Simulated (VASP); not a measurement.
# Tl7Cl8 (a cell with a defect) in VASP: further runs

The runs below take Tl7Cl8 (a cell with a defect) through single point, with PBEsol.

Everything below comes from runs of VASP 6.6.1. Logs are shortened: lines on timing, memory, paths and dates and some standing lists are left out, and cuts for length are marked.

## Step 1: The cell of the first run

The cell holds a defect, 15 atoms: a = 8.951 Å, b = 8.951 Å, c = 8.951 Å, α = 60.00°, β = 60.00°, γ = 60.00°.

## Step 2: Single point, PBEsol (atoms taken out, then relaxed in part)

Input file INCAR:

```
SYSTEM = Tl7Cl8
PREC = Accurate
ENCUT = 520
EDIFF = 1E-6
ISMEAR = 0
SIGMA = 0.05
LREAL = Auto
LASPH = .True.
NELM = 80
ALGO = Normal
ISIF = 2
LWAVE = .False.
LCHARG = .False.
GGA = PS
NELECT = 148.0
NBANDS = 86
```

Input file KPOINTS:

```
Automatic mesh
0
Gamma
  4 4 4
  0 0 0
```

Input file POSCAR:

```
Tl7Cl8
1.0
    0.0000000000      6.3291597576     -6.3291597576
   -6.3291597576      0.0000000000     -6.3291597576
   -6.3291597576      6.3291597576      0.0000000000
Tl Cl
7 8
Direct
    0.0000000000      1.0000000000      0.5000000000
    0.5000000000      0.5000000000      0.5000000000
    0.0000000000      0.5000000000      0.5000000000
    0.5000000000      0.0000000000      0.0000000000
    0.0000000000      1.0000000000      0.0000000000
    0.5000000000      0.5000000000      0.0000000000
    0.0000000000      0.5000000000      0.0000000000
    0.7536404408      0.7463595592      0.2463595592
    0.2500000000      0.7500000000      0.2500000000
    0.7536404408      0.2536404408      0.2463595592
    0.2463595592      0.2536404408      0.2463595592
    0.7536404408      0.7463595592      0.7536404408
    0.2463595592      0.7463595592      0.7536404408
    0.7500000000      0.2500000000      0.7500000000
    0.2463595592      0.2536404408      0.7536404408
```

Potentials or basis: VASP PAW PBE potentials, release 64 (Tl_d, Cl).

Started as:

```
$ cat potpaw_PBE.64/Tl_d/POTCAR potpaw_PBE.64/Cl/POTCAR > POTCAR
$ mpirun -np 1 vasp_std > vasp.out
```

OUTCAR:

```text
SYSTEM = Tl7Cl8
   PREC = Accurate
   ENCUT = 520
   EDIFF = 1E-6
   ISMEAR = 0
   LREAL = Auto
   LASPH = .True.
   NELM = 80
   ISIF = 2
   GGA = PS
   NELECT = 148.0

 ion  position               nearest neighbor table
   1  0.000  0.000  0.500-   9 3.16  14 3.16  11 3.16  12 3.16  13 3.16  10 3.16
   2  0.500  0.500  0.500-   9 3.16  14 3.16  10 3.16  13 3.16   8 3.16  15 3.16
   3  0.000  0.500  0.500-   9 3.16  14 3.16  11 3.16  12 3.16   8 3.16  15 3.16
   4  0.500  0.000  0.000-   9 3.16  14 3.16  11 3.16  12 3.16   8 3.16  15 3.16
   5  0.000  0.000  0.000-   9 3.16  14 3.16  10 3.16  13 3.16   8 3.16  15 3.16
   6  0.500  0.500  0.000-   9 3.16  14 3.16  11 3.16  12 3.16  13 3.16  10 3.16
   7  0.000  0.500  0.000-   8 3.12  10 3.12  11 3.12  12 3.12  13 3.12  15 3.12
   8  0.754  0.746  0.246-   7 3.12   3 3.16   4 3.16   5 3.16   2 3.16
   9  0.250  0.750  0.250-   1 3.16   2 3.16   3 3.16   4 3.16   5 3.16   6 3.16
  10  0.754  0.254  0.246-   7 3.12   2 3.16   5 3.16   6 3.16   1 3.16
  11  0.246  0.254  0.246-   7 3.12   3 3.16   4 3.16   6 3.16   1 3.16
  12  0.754  0.746  0.754-   7 3.12   3 3.16   4 3.16   6 3.16   1 3.16
  13  0.246  0.746  0.754-   7 3.12   2 3.16   5 3.16   6 3.16   1 3.16
  14  0.750  0.250  0.750-   1 3.16   2 3.16   3 3.16   4 3.16   5 3.16   6 3.16
  15  0.246  0.254  0.754-   7 3.12   3 3.16   4 3.16   5 3.16   2 3.16

  LATTYP: Found a face centered cubic cell.
 ALAT       =    12.6583195152

  Lattice vectors:

 A1 = (   0.0000000000,   6.3291597576,  -6.3291597576)
 A2 = (  -6.3291597576,   0.0000000000,  -6.3291597576)
 A3 = (  -6.3291597576,   6.3291597576,   0.0000000000)

Analysis of symmetry for initial positions (statically):
=====================================================================
 Subroutine PRICEL returns:
 Original cell was already a primitive cell.

 Routine SETGRP: Setting up the symmetry group for a
 face centered cubic supercell.

 Subroutine GETGRP returns: Found 48 space group operations
 (whereof  8 operations were pure point group operations)
 out of a pool of 48 trial point group operations.

The static configuration has the point symmetry D_2h.
 The point group associated with its full space group is O_h .

Analysis of symmetry for dynamics (positions and initial velocities):
=====================================================================
 Subroutine PRICEL returns:
 Original cell was already a primitive cell.

[... 132 lines left out ...]
   ISMEAR =     0;   SIGMA  =   0.05  broadening in eV -4-tet -1-fermi 0-gaus
   EFERMI_NEDOS =   21; number of points for ismear=-14 and -15
   IALGO  =     38    algorithm
   IMIX   =      4    mixing-type and parameters
     AMIX     =   0.40;   BMIX     =  1.00
     AMIX_MAG =   1.60;   BMIX_MAG =  1.00
  volume/ion in A,a.u.               =      33.80       228.13
  Fermi-wavevector in a.u.,A,eV,Ry     =   1.085940  2.052130 16.044897  1.179267
  Thomas-Fermi vector in A             =   2.222066
   LORBIT       =      0    0 simple, 1 ext, 2 COOP (PROOUT), +10 PAW based schemes
   GGA     = PS    functional components
   LHFCALC =     F    Hartree Fock is set to
   AEXX    =    0.0000 exact exchange contribution
   IVDW    =     0    specifies the selected vdW correction
   LEPSILON=     F    determine dielectric tensor
   LRPA    =     F    only Hartree local field effects (RPA)
 non-spin polarized calculation
 Gauss-broadening in eV      SIGMA  =   0.05
  energy-cutoff  :      520.00
  volume of cell :      507.07
 maximum number of plane-waves:     13676
 NGX is ok and might be reduce to    70
   NGX = 33   NGY = 33   NGZ = 33

 number of electron     148.0000013 magnetization

 Free energy of the ion-electron system (eV)
  ---------------------------------------------------
  ext. energy  EPLUGINS =         0.00000000
  ---------------------------------------------------
  free energy    TOTEN  =       -46.02811929 eV

  energy without entropy =      -46.02811929  energy(sigma->0) =      -46.02811929

 E-fermi :   1.6337     XC(G=0):  -8.2571

 val. band max:        1.3721282947   @ k =   0.0000   0.0000   0.0000
 cond. band min:       3.3428100222   @ k =   0.0000   0.0000   0.0000
 fundamental gap:      1.9706817276
 Fermi energy:         1.6336527019

 k-point     1 :       0.0000    0.0000    0.0000
  band No.  band energies     occupation
      1     -12.9112      2.00000
      2     -12.8236      2.00000
      3     -12.4587      2.00000
      4     -12.3501      2.00000
      5     -12.3501      2.00000
      6     -12.3163      2.00000
[... 701 lines left out ...]
     85       6.3900      0.00000
     86       6.4017      0.00000

------------------------ aborting loop because EDIFF is reached ----------------------------------------

  FORCE on cell =-STRESS in cart. coord.  units (eV):
  Direction    XX          YY          ZZ          XY          YZ          ZX
  --------------------------------------------------------------------------------------
  -------------------------------------------------------------------------------------
  Total        5.7842901      5.7842901      5.7842901     -0.0000000     -0.0000000      0.0000000
  in kB       18.2764768     18.2764768     18.2764768     -0.0000000     -0.0000000      0.0000000
  external PRESSURE =      18.2764768 kB  Pullay stress =       0.0000000 kB

 VOLUME and BASIS-vectors are now :
 -----------------------------------------------------------------------------
  energy-cutoff  :      520.00
  volume of cell :      507.07
      direct lattice vectors                 reciprocal lattice vectors
     0.000000000  6.329159758 -6.329159758     0.078999428  0.078999428 -0.078999428
    -6.329159758  0.000000000 -6.329159758    -0.078999428 -0.078999428 -0.078999428
    -6.329159758  6.329159758  0.000000000    -0.078999428  0.078999428  0.078999428

 POSITION                                       TOTAL-FORCE (eV/Angst)
 -----------------------------------------------------------------------------------
     -3.16458      3.16458      0.00000         0.000000     -0.000000     -0.000000
     -6.32916      6.32916     -6.32916         0.000000     -0.000000     -0.000000
     -6.32916      3.16458     -3.16458        -0.000000     -0.000000     -0.000000
      0.00000      3.16458     -3.16458        -0.000000     -0.000000     -0.000000
      0.00000      0.00000      0.00000         0.000000     -0.000000     -0.000000
     -3.16458      3.16458     -6.32916         0.000000     -0.000000     -0.000000
     -3.16458      0.00000     -3.16458         0.000000     -0.000000     -0.000000
     -6.28308      6.32916     -9.49374        -0.007434     -0.000000     -0.000000
     -6.32916      3.16458     -6.32916        -0.000000     -0.000000     -0.000000
     -3.16458      6.32916     -6.37524         0.000000     -0.000000      0.007434
     -3.16458      3.11850     -3.16458         0.000000      0.007434     -0.000000
     -9.49374      9.53982     -9.49374         0.000000     -0.007434     -0.000000
     -9.49374      6.32916     -6.28308         0.000000     -0.000000     -0.007434
     -6.32916      9.49374     -6.32916        -0.000000      0.000000     -0.000000
     -6.37524      6.32916     -3.16458         0.007434     -0.000000     -0.000000
 -----------------------------------------------------------------------------------
    total drift:                               -0.000000      0.000000      0.000000

  FREE ENERGIE OF THE ION-ELECTRON SYSTEM (eV)
  ---------------------------------------------------
  free  energy   TOTEN  =       -46.0281192938 eV

  energy  without entropy=      -46.0281192938  energy(sigma->0) =      -46.02811929
```

OSZICAR:

```text
N       E                     dE             d eps       ncg     rms          rms(c)
DAV:   1     0.988402730976E+03    0.98840E+03   -0.71660E+04  1392   0.152E+03
DAV:   2     0.401914603766E+02   -0.94821E+03   -0.92303E+03  1602   0.321E+02
DAV:   3    -0.461858933947E+02   -0.86377E+02   -0.85757E+02  1536   0.783E+01
DAV:   4    -0.485854269221E+02   -0.23995E+01   -0.23887E+01  1592   0.135E+01
DAV:   5    -0.486547164638E+02   -0.69290E-01   -0.69220E-01  1656   0.227E+00    0.101E+01
DAV:   6    -0.460495475603E+02    0.26052E+01   -0.58057E+00  1674   0.602E+00    0.630E+00
DAV:   7    -0.460061810658E+02    0.43366E-01   -0.17374E+00  1578   0.283E+00    0.336E+00
DAV:   8    -0.460329984575E+02   -0.26817E-01   -0.24656E-01  1594   0.163E+00    0.541E-01
DAV:   9    -0.460244198934E+02    0.85786E-02   -0.56371E-02  1604   0.664E-01    0.211E-01
DAV:  10    -0.460274186018E+02   -0.29987E-02   -0.94365E-03  1544   0.225E-01    0.101E-01
DAV:  11    -0.460280635734E+02   -0.64497E-03   -0.87291E-04  1556   0.920E-02    0.448E-02
DAV:  12    -0.460281033016E+02   -0.39728E-04   -0.13122E-04  1648   0.334E-02    0.261E-02
DAV:  13    -0.460281151320E+02   -0.11830E-04   -0.15782E-05  1442   0.114E-02    0.127E-02
DAV:  14    -0.460281190772E+02   -0.39452E-05   -0.19285E-05  1608   0.138E-02    0.403E-03
DAV:  15    -0.460281192938E+02   -0.21656E-06   -0.28478E-06  1210   0.523E-03
   1 F= -.46028119E+02 E0= -.46028119E+02  d E =-.173742E-14
```

Run time: 21 min. Hardware: 1 thread of Intel Xeon 8259CL, shared host; peak memory 0.78 GiB.

Results:

```yaml
Free_energy: -46.0281 eV
Largest_force: 0.007 eV/Å
```

Forces in eV/Å, atoms in the order of the input:
```
Tl   0.000  0.000  0.000
Tl   0.000  0.000  0.000
Tl   0.000  0.000  0.000
Tl   0.000  0.000  0.000
Tl   0.000  0.000  0.000
Tl   0.000  0.000  0.000
Tl   0.000  0.000  0.000
Cl  -0.007  0.000  0.000
Cl   0.000  0.000  0.000
Cl   0.000  0.000  0.007
Cl   0.000  0.007  0.000
Cl   0.000 -0.007  0.000
Cl   0.000  0.000 -0.007
Cl   0.000  0.000  0.000
Cl   0.007  0.000  0.000
```

Levels at points of the mesh, in eV from the Fermi level:
```
           k point  band 70  band 71  band 72  band 73  band 74  band 75  band 76  band 77  band 78  band 79
(0.00, 0.00, 0.00)    -1.82    -0.92    -0.26    -0.26    -0.26     1.71     2.17     2.17     2.17     4.15
(0.50, 0.00, 0.00)    -1.45    -1.45    -1.41    -1.34    -0.69     3.23     3.29     3.48     3.48     3.49
(0.50, 0.50, 0.00)    -1.20    -0.81    -0.81    -0.70    -0.63     2.57     2.65     3.18     3.18     3.51
```

Caveat: the cell carries a net charge on a neutralising background, which shifts energy and pressure; the cell differs from its parent crystal (atoms taken out, then relaxed in part); the cell is charged against a uniform background, so pressure and absolute levels hang on convention; the PAW data sets were made with another functional, which shifts forces and pressure a little; spin-orbit coupling is left out, which moves the levels of the heavy elements.

## Step 3: Single point, PBEsol

Input file INCAR:

```
SYSTEM = Tl7Cl8
  PREC = Accurate
  ENCUT = 520
  EDIFF = 1E-6
  ISMEAR = 0
  SIGMA = 0.05
  LREAL = Auto
  LASPH = .TRUE.
  NELM = 60
  ALGO = Normal
  ISIF = 2
  LWAVE = .FALSE.
  LCHARG = .FALSE.
  GGA = PS
  NELECT = 148.0
  NBANDS = 86
```

Input file KPOINTS:

```
regular mesh
0
G
  4 4 4
  0 0 0
```

Input file POSCAR:

```
Tl7Cl8
1.0
    0.0000000000      6.3291597576     -6.3291597576
   -6.3291597576      0.0000000000     -6.3291597576
   -6.3291597576      6.3291597576      0.0000000000
Tl Cl
7 8
Direct
    0.0000000000      1.0000000383      0.5000000191
    0.5000000191      0.5000000191      0.5000000191
    0.0000000000      0.5000000191      0.5000000191
    0.5000000191      0.0000000000      0.0000000000
    0.0000000000      1.0000000383      0.0000000000
    0.5000000191      0.5000000191      0.0000000000
    0.0000000000      0.5000000191      0.0000000000
    0.7536404804      0.7463595771      0.2463595579
    0.2500000096      0.7500000287      0.2500000096
    0.7536404804      0.2536404612      0.2463595579
    0.2463595579      0.2536404612      0.2463595579
    0.7536404014      0.7463596561      0.7536404014
    0.2463595579      0.7463595771      0.7536404804
    0.7500000287      0.2500000096      0.7500000287
    0.2463595579      0.2536404612      0.7536404804
```

Potentials or basis: VASP PAW PBE potentials, release 64 (Tl_d, Cl).

Started as:

```
$ cat potpaw_PBE.64/Tl_d/POTCAR potpaw_PBE.64/Cl/POTCAR > POTCAR
$ mpirun -np 1 vasp_std > vasp.out
```

It took 22 min on 1 thread of Intel Xeon 8259CL, shared host; peak memory 0.78 GiB.

The run converged. Its results:

```yaml
Free_energy: -46.0281 eV
Largest_force: 0.007 eV/Å
```

Forces on the atoms (eV/Å):
```
Tl   0.000  0.000  0.000
Tl   0.000  0.000  0.000
Tl   0.000  0.000  0.000
Tl   0.000  0.000  0.000
Tl   0.000  0.000  0.000
Tl   0.000  0.000  0.000
Tl   0.000  0.000  0.000
Cl  -0.007  0.000  0.000
Cl   0.000  0.000  0.000
Cl   0.000  0.000  0.007
Cl   0.000  0.007  0.000
Cl   0.000 -0.007  0.000
Cl   0.000  0.000 -0.007
Cl   0.000  0.000  0.000
Cl   0.007  0.000  0.000
```

Levels at points of the mesh, in eV from the Fermi level:
```csv
k point,band 70,band 71,band 72,band 73,band 74,band 75,band 76,band 77,band 78,band 79
"(0.00, 0.00, 0.00)",-1.82,-0.92,-0.26,-0.26,-0.26,1.71,2.17,2.17,2.17,4.15
"(0.50, 0.00, 0.00)",-1.45,-1.45,-1.41,-1.34,-0.69,3.23,3.29,3.48,3.48,3.49
"(0.50, 0.50, 0.00)",-1.20,-0.81,-0.81,-0.70,-0.63,2.57,2.65,3.18,3.18,3.51
```

Caveat: the cell carries a net charge on a neutralising background, which shifts energy and pressure; the cell is charged against a uniform background, so pressure and absolute levels hang on convention; the PAW data sets were made with another functional, which shifts forces and pressure a little; spin-orbit coupling is left out, which moves the levels of the heavy elements.
